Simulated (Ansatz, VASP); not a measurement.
Ga3Se: VASP beside Ansatz

```xyz
4
Lattice="4.2249 0.0000 0.0000 0.0000 4.2249 0.0000 0.0000 0.0000 4.2249" Properties=species:S:1:pos:R:3 pbc="T T T"
Ga    0.0000    2.1125    2.1125
Ga    2.1125    0.0000    2.1125
Ga    2.1125    2.1125    0.0000
Se    0.0000    0.0000    0.0000
```

Alike in both runs: functional PBEsol; dispersion D3(BJ); k mesh 10 × 10 × 10; occupations gaussian, width 0.1 eV; no spin polarisation.

Ansatz relaxed the structure, and its values are those at the end. VASP's run is a single point on that final structure, the one shown.

|  | VASP | Ansatz |
| --- | --- | --- |
| version | VASP 6.6.1 | Ansatz 0.2.0 |
| potentials or method | VASP PAW PBE potentials, release 64 (Ga_d, Se), cutoff 520 eV | scalar-relativistic, plane waves, PAW |
| valence electrons in the cell | 45 | 55 |

```tsv
	VASP	Ansatz	Ansatz less VASP
gap on the k mesh at the Fermi level (eV)	none	none	-
pressure (GPa)	0.2	0.0	-0.25
```

VASP's potentials were made for PBE, not for PBEsol. A gap of «none» marks a metal or a gap that the smearing closes. VASP's potentials hold 45 valence electrons a cell and Ansatz's 55, so a difference there can come from the potentials and not from the codes.
